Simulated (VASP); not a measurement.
Here is a VASP 6.6.1 calculation.

The input INCAR:

```
PREC = Accurate
ENCUT = 520
EDIFF = 1E-7
ISMEAR = -1
SIGMA = 0.15
LREAL = False
LASPH = True
NELM = 100
ALGO = Normal
ISIF = 2
LWAVE = False
LCHARG = True
GGA = PS
LELF = True
LVHAR = True
NBANDS = 24
```

File KPOINTS:

```
regular mesh
0
Gamma
  10 10 10
```

File POSCAR:

```
WS3
1.0
    4.6401726379      0.0000000000      0.0000000000
    0.0000000000      4.6401726379      0.0000000000
    0.0000000000      0.0000000000      4.6401726379
W S
1 3
Direct
    0.0000000000      0.0000000000      0.0000000000
    0.0000000000      0.0000000000      0.5000000000
    0.0000000000      0.5000000000      0.0000000000
    0.5000000000      0.0000000000      0.0000000000
```

Potentials or basis: VASP PAW PBE potentials, release 64 (W_sv, S).

Run with:

```sh
$ cat potpaw_PBE.64/W_sv/POTCAR potpaw_PBE.64/S/POTCAR > POTCAR
$ mpirun -np 1 vasp_std > vasp.out
```

What does it give for the band gap on the k mesh?

Zero (band 16 reaches 3.43 eV, above the bottom of band 17 at 2.17 eV).

Predict the pressure.

0.0 GPa.

Caveat: the PAW data sets were made with another functional, which shifts forces and pressure a little; spin-orbit coupling is left out, which moves the levels of the heavy elements.
